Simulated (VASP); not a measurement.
# GaP (F-43m) in VASP: a series of runs

Runs on GaP. Level: PBE. Tasks: single point, relaxation of cell and atoms.

Program: VASP 6.6.1. These are calculated values, not measurements. Logs are shortened: lines on timing, memory, paths and dates and some standing lists are left out, and cuts for length are marked.

**1. The cell of the first run**

The structure is cubic, space group F-43m (No. 216). Conventional cell: a = 5.113 Å, b = 5.113 Å, c = 5.113 Å, α = 90.00°, β = 90.00°, γ = 90.00°. Ga (site symmetry -43m) has 4 P at 2.21 Å within 2.9 Å. P (site symmetry -43m) has 4 Ga at 2.21 Å within 2.9 Å.

**2. Single point, PBE**

The input, INCAR:

```
SYSTEM = GaP
PREC = Accurate
ENCUT = 520
EDIFF = 1E-6
ISMEAR = 0
SIGMA = 0.1
LREAL = .False.
LASPH = .True.
NELM = 80
ALGO = Normal
ISIF = 2
LWAVE = .False.
LCHARG = .False.
GGA = PE
NBANDS = 16
```

The input, KPOINTS:

```
Automatic mesh
0
Gamma
  6 6 6
  0 0 0
```

The input, POSCAR:

```
GaP
1.0
    0.0000000000      2.5566930248      2.5566930248
    2.5566930248      0.0000000000      2.5566930248
    2.5566930248      2.5566930248      0.0000000000
Ga P
1 1
Direct
    0.0000000000      0.0000000000      0.0000000000
    0.2500000000      0.2500000000      0.2500000000
```

Potentials or basis: VASP PAW PBE potentials, release 64 (Ga_d, P).

Started as:

```bash
cat potpaw_PBE.64/Ga_d/POTCAR potpaw_PBE.64/P/POTCAR > POTCAR
mpirun -np 1 vasp_std > vasp.out
```

OUTCAR:

```text
SYSTEM = GaP
   PREC = Accurate
   ENCUT = 520
   EDIFF = 1E-6
   ISMEAR = 0
   LREAL = .False.
   LASPH = .True.
   NELM = 80
   ISIF = 2
   GGA = PE

 ion  position               nearest neighbor table
   1  0.000  0.000  0.000-   2 2.21   2 2.21   2 2.21   2 2.21
   2  0.250  0.250  0.250-   1 2.21   1 2.21   1 2.21   1 2.21

  LATTYP: Found a face centered cubic cell.
 ALAT       =     5.1133860496

  Lattice vectors:

 A1 = (   0.0000000000,   2.5566930248,   2.5566930248)
 A2 = (   2.5566930248,   0.0000000000,   2.5566930248)
 A3 = (   2.5566930248,   2.5566930248,   0.0000000000)

Analysis of symmetry for initial positions (statically):
=====================================================================
 Subroutine PRICEL returns:
 Original cell was already a primitive cell.

 Routine SETGRP: Setting up the symmetry group for a
 face centered cubic supercell.

 Subroutine GETGRP returns: Found 24 space group operations
 (whereof 24 operations were pure point group operations)
 out of a pool of 48 trial point group operations.

The static configuration has the point symmetry T_d .

Analysis of symmetry for dynamics (positions and initial velocities):
=====================================================================
 Subroutine PRICEL returns:
 Original cell was already a primitive cell.

 Routine SETGRP: Setting up the symmetry group for a
 face centered cubic supercell.

 Subroutine GETGRP returns: Found 24 space group operations
 (whereof 24 operations were pure point group operations)
 out of a pool of 48 trial point group operations.

The dynamic configuration has the point symmetry T_d .

 Subroutine INISYM returns: Found 24 space group operations
 (whereof 24 operations are pure point group operations),
 and found     1 'primitive' translations

----------------------------------------------------------------------------------------

                                     Primitive cell

  volume of cell :      33.4246

  direct lattice vectors                    reciprocal lattice vectors
     0.000000000  2.556693025  2.556693025    -0.195565129  0.195565129  0.195565129
     2.556693025  0.000000000  2.556693025     0.195565129 -0.195565129  0.195565129
     2.556693025  2.556693025  0.000000000     0.195565129  0.195565129 -0.195565129

  length of vectors
     3.615709950  3.615709950  3.615709950     0.338728739  0.338728739  0.338728739

  position of ions in fractional coordinates (direct lattice)
     0.000000000  0.000000000  0.000000000
     0.250000000  0.250000000  0.250000000

  ion indices of the primitive-cell ions
   primitive index   ion index
                 1           1
                 2           2

----------------------------------------------------------------------------------------

 KPOINTS: Automatic mesh

Automatic generation of k-mesh.
 Grid dimensions read from file:
 generate k-points for:    6    6    6

 Generating k-lattice:

  Cartesian coordinates                     Fractional coordinates (reciprocal lattice)
    -0.032594188  0.032594188  0.032594188     0.166666667  0.000000000  0.000000000
     0.032594188 -0.032594188  0.032594188     0.000000000  0.166666667  0.000000000
     0.032594188  0.032594188 -0.032594188     0.000000000  0.000000000  0.166666667

  Length of vectors
     0.056454790  0.056454790  0.056454790

  Shift w.r.t. Gamma in fractional coordinates (k-lattice)
     0.000000000  0.000000000  0.000000000

 Subroutine IBZKPT returns following result:
 ===========================================

 Found     16 irreducible k-points:

 Following reciprocal coordinates:
            Coordinates               Weight
  0.000000  0.000000  0.000000      1.000000
  0.166667  0.000000  0.000000      8.000000
  0.333333  0.000000  0.000000      8.000000
  0.500000  0.000000  0.000000      4.000000
  0.166667  0.166667  0.000000      6.000000
  0.333333  0.166667  0.000000     24.000000
[... 8 lines left out ...]
 -0.333333  0.333333  0.166667     24.000000
 -0.333333  0.500000  0.166667     12.000000
   k-points           NKPTS =     16   k-points in BZ     NKDIM =     16   number of bands    NBANDS=     16
   number of dos      NEDOS =    301   number of ions     NIONS =      2
   total plane-waves  NPLWV =  21952
   dimension x,y,z NGX =    28 NGY =   28 NGZ =   28
   dimension x,y,z NGXF=    56 NGYF=   56 NGZF=   56
   ions per type =               1   1
   NGX,Y,Z   is equivalent  to a cutoff of  12.87, 12.87, 12.87 a.u.
   NGXF,Y,Z  is equivalent  to a cutoff of  25.75, 25.75, 25.75 a.u.
 SYSTEM =  GaP
   PREC   = accura    normal or accurate (medium, high low for compatibility)
   ISTART =      0    job   : 0-new  1-cont  2-samecut
   ICHARG =      2    charge: 1-file 2-atom 10-const
   ISPIN  =      1    spin polarized calculation?
   LNONCOLLINEAR =      F non collinear calculations
   LSORBIT =      F    spin-orbit coupling
   LASPH  =      T    aspherical Exc in radial PAW
   ENCUT  =  520.0 eV  38.22 Ry    6.18 a.u.   6.72  6.72  6.72*2*pi/ulx,y,z
   NELM   =     80;   NELMIN=  2; NELMDL= -5     # of ELM steps
   EDIFF  = 0.1E-05   stopping-criterion for ELM
   LREAL  =      F    real-space projection
[... 7 lines left out ...]
   TEBEG  =    0.0;   TEEND  =   0.0 temperature during run
   PSTRESS=    0.0 pullay stress
   NELECT =      18.0000    total number of electrons
   NUPDOWN=      -1.0000    fix difference up-down
   EMIN   =  10.00;   EMAX   =-10.00  energy-range for DOS
   EFERMI =   0.00;   METHOD = LEGACY
   ISMEAR =     0;   SIGMA  =   0.10  broadening in eV -4-tet -1-fermi 0-gaus
   EFERMI_NEDOS =   21; number of points for ismear=-14 and -15
   IALGO  =     38    algorithm
   IMIX   =      4    mixing-type and parameters
     AMIX     =   0.40;   BMIX     =  1.00
     AMIX_MAG =   1.60;   BMIX_MAG =  1.00
  volume/ion in A,a.u.               =      16.71       112.78
  Fermi-wavevector in a.u.,A,eV,Ry     =   1.331917  2.516958 24.136766  1.774002
  Thomas-Fermi vector in A             =   2.460891
   LORBIT       =      0    0 simple, 1 ext, 2 COOP (PROOUT), +10 PAW based schemes
   GGA     = PE    functional components
   LHFCALC =     F    Hartree Fock is set to
   AEXX    =    0.0000 exact exchange contribution
   IVDW    =     0    specifies the selected vdW correction
   LEPSILON=     F    determine dielectric tensor
   LRPA    =     F    only Hartree local field effects (RPA)
 non-spin polarized calculation
 Gauss-broadening in eV      SIGMA  =   0.10
  energy-cutoff  :      520.00
  volume of cell :       33.42
 maximum number of plane-waves:       934
   NGX = 13   NGY = 13   NGZ = 13

 number of electron      17.9999994 magnetization

 Free energy of the ion-electron system (eV)
  ---------------------------------------------------
  ext. energy  EPLUGINS =         0.00000000
  ---------------------------------------------------
  free energy    TOTEN  =        -8.52156796 eV

  energy without entropy =       -8.52156796  energy(sigma->0) =       -8.52156796

 E-fermi :   7.3350     XC(G=0): -10.7313

 val. band max:        6.8382359313   @ k =   0.0000   0.0000   0.0000
 cond. band min:       8.0155576535   @ k =   0.5000   0.5000   0.0000
 fundamental gap:      1.1773217222
 Fermi energy:         7.3350046094

 k-point     1 :       0.0000    0.0000    0.0000
  band No.  band energies     occupation
      1      -8.2055      2.00000
      2      -8.2055      2.00000
      3      -8.2055      2.00000
      4      -8.0319      2.00000
      5      -8.0319      2.00000
      6      -7.2771      2.00000
[... 8 lines left out ...]
     15      16.8536      0.00000
     16      16.8536      0.00000

 k-point     2 :       0.1667    0.0000    0.0000
  band No.  band energies     occupation
      1      -8.2679      2.00000
      2      -8.1912      2.00000
      3      -8.1912      2.00000
      4      -8.0319      2.00000
      5      -8.0319      2.00000
      6      -6.8084      2.00000
[... 8 lines left out ...]
     15      15.8837      0.00000
     16      17.6864      0.00000

 k-point     3 :       0.3333    0.0000    0.0000
  band No.  band energies     occupation
      1      -8.3468      2.00000
      2      -8.1689      2.00000
      3      -8.1689      2.00000
      4      -8.0253      2.00000
      5      -8.0253      2.00000
      6      -5.5818      2.00000
[... 8 lines left out ...]
     15      16.7857      0.00000
     16      17.3671      0.00000

 k-point     4 :       0.5000    0.0000    0.0000
  band No.  band energies     occupation
      1      -8.3775      2.00000
      2      -8.1618      2.00000
      3      -8.1618      2.00000
      4      -8.0177      2.00000
      5      -8.0177      2.00000
      6      -4.4939      2.00000
[... 8 lines left out ...]
     15      19.1019      0.00000
     16      19.2520      0.00000

 k-point     5 :       0.1667    0.1667    0.0000
  band No.  band energies     occupation
      1      -8.2907      2.00000
      2      -8.1770      2.00000
      3      -8.1770      2.00000
      4      -8.0486      2.00000
      5      -8.0217      2.00000
      6      -6.6617      2.00000
[... 8 lines left out ...]
     15      17.3192      0.00000
     16      18.9001      0.00000

 k-point     6 :       0.3333    0.1667    0.0000
  band No.  band energies     occupation
      1      -8.3460      2.00000
      2      -8.1579      2.00000
      3      -8.1509      2.00000
      4      -8.0565      2.00000
      5      -8.0133      2.00000
      6      -5.6907      2.00000
[... 8 lines left out ...]
     15      17.9653      0.00000
     16      19.2927      0.00000

 k-point     7 :       0.5000    0.1667    0.0000
  band No.  band energies     occupation
      1      -8.3758      2.00000
      2      -8.1536      2.00000
      3      -8.1407      2.00000
      4      -8.0419      2.00000
      5      -8.0137      2.00000
      6      -4.3505      2.00000
[... 8 lines left out ...]
     15      19.1352      0.00000
     16      20.3716      0.00000

 k-point     8 :      -0.3333    0.1667    0.0000
  band No.  band energies     occupation
      1      -8.3647      2.00000
      2      -8.1570      2.00000
      3      -8.1486      2.00000
      4      -8.0308      2.00000
      5      -8.0274      2.00000
      6      -4.7625      2.00000
[... 8 lines left out ...]
     15      18.4596      0.00000
     16      20.1955      0.00000

 k-point     9 :      -0.1667    0.1667    0.0000
  band No.  band energies     occupation
      1      -8.3192      2.00000
      2      -8.1739      2.00000
      3      -8.1695      2.00000
      4      -8.0398      2.00000
      5      -8.0258      2.00000
      6      -6.0946      2.00000
[... 8 lines left out ...]
     15      17.9059      0.00000
     16      19.6202      0.00000

 k-point    10 :       0.3333    0.3333    0.0000
  band No.  band energies     occupation
      1      -8.3835      2.00000
      2      -8.1170      2.00000
      3      -8.1170      2.00000
      4      -8.0888      2.00000
      5      -8.0013      2.00000
      6      -5.0302      2.00000
[... 8 lines left out ...]
     15      18.5841      0.00000
     16      23.0389      0.00000

 k-point    11 :       0.5000    0.3333    0.0000
  band No.  band energies     occupation
      1      -8.3985      2.00000
      2      -8.1173      2.00000
      3      -8.1017      2.00000
      4      -8.0835      2.00000
      5      -8.0010      2.00000
      6      -3.8405      2.00000
[... 8 lines left out ...]
     15      19.5440      0.00000
     16      21.7308      0.00000

 k-point    12 :      -0.3333    0.3333    0.0000
  band No.  band energies     occupation
      1      -8.3833      2.00000
      2      -8.1388      2.00000
      3      -8.1139      2.00000
      4      -8.0562      2.00000
      5      -8.0200      2.00000
      6      -3.6363      2.00000
[... 8 lines left out ...]
     15      16.7650      0.00000
     16      23.0841      0.00000

 k-point    13 :       0.5000    0.5000    0.0000
  band No.  band energies     occupation
      1      -8.4177      2.00000
      2      -8.1105      2.00000
      3      -8.0852      2.00000
      4      -8.0852      2.00000
      5      -7.9911      2.00000
      6      -3.3344      2.00000
[... 8 lines left out ...]
     15      19.9691      0.00000
     16      20.7940      0.00000

 k-point    14 :       0.5000    0.3333    0.1667
  band No.  band energies     occupation
      1      -8.3739      2.00000
      2      -8.1440      2.00000
      3      -8.1237      2.00000
      4      -8.0630      2.00000
      5      -8.0121      2.00000
      6      -4.5868      2.00000
[... 8 lines left out ...]
     15      19.8890      0.00000
     16      21.3359      0.00000

 k-point    15 :      -0.3333    0.3333    0.1667
  band No.  band energies     occupation
      1      -8.3822      2.00000
      2      -8.1441      2.00000
      3      -8.1121      2.00000
      4      -8.0552      2.00000
      5      -8.0186      2.00000
      6      -3.6284      2.00000
[... 8 lines left out ...]
     15      20.4786      0.00000
     16      20.8496      0.00000

 k-point    16 :      -0.3333    0.5000    0.1667
  band No.  band energies     occupation
      1      -8.3964      2.00000
      2      -8.1218      2.00000
      3      -8.1035      2.00000
      4      -8.0706      2.00000
      5      -8.0081      2.00000
      6      -3.1929      2.00000
[... 8 lines left out ...]
     15      20.1618      0.00000
     16      21.7813      0.00000

------------------------ aborting loop because EDIFF is reached ----------------------------------------

  FORCE on cell =-STRESS in cart. coord.  units (eV):
  Direction    XX          YY          ZZ          XY          YZ          ZX
  --------------------------------------------------------------------------------------
  -------------------------------------------------------------------------------------
  Total        5.7687919      5.7687919      5.7687919      0.0000000      0.0000000      0.0000000
  in kB      276.5220060    276.5220060    276.5220060      0.0000000      0.0000000      0.0000000
  external PRESSURE =     276.5220060 kB  Pullay stress =       0.0000000 kB

 VOLUME and BASIS-vectors are now :
 -----------------------------------------------------------------------------
  energy-cutoff  :      520.00
  volume of cell :       33.42
      direct lattice vectors                 reciprocal lattice vectors
     0.000000000  2.556693025  2.556693025    -0.195565129  0.195565129  0.195565129
     2.556693025  0.000000000  2.556693025     0.195565129 -0.195565129  0.195565129
     2.556693025  2.556693025  0.000000000     0.195565129  0.195565129 -0.195565129

 POSITION                                       TOTAL-FORCE (eV/Angst)
 -----------------------------------------------------------------------------------
      0.00000      0.00000      0.00000         0.000000      0.000000      0.000000
      1.27835      1.27835      1.27835        -0.000000     -0.000000     -0.000000
 -----------------------------------------------------------------------------------
    total drift:                                0.000001      0.000001      0.000001

  FREE ENERGIE OF THE ION-ELECTRON SYSTEM (eV)
  ---------------------------------------------------
  free  energy   TOTEN  =        -8.5215679598 eV

  energy  without entropy=       -8.5215679598  energy(sigma->0) =       -8.52156796
```

It took 11 s on 1 thread of AMD EPYC 7R43 (Zen 3), shared host; peak memory 0.12 GiB.

What came out:

```
Free energy            : -8.5216 eV
Pressure               : 27.7 GPa
Band gap on the k mesh : 1.18 eV, indirect (least direct gap 3.47 eV)
```

(Part 1 of 2 ends here.)
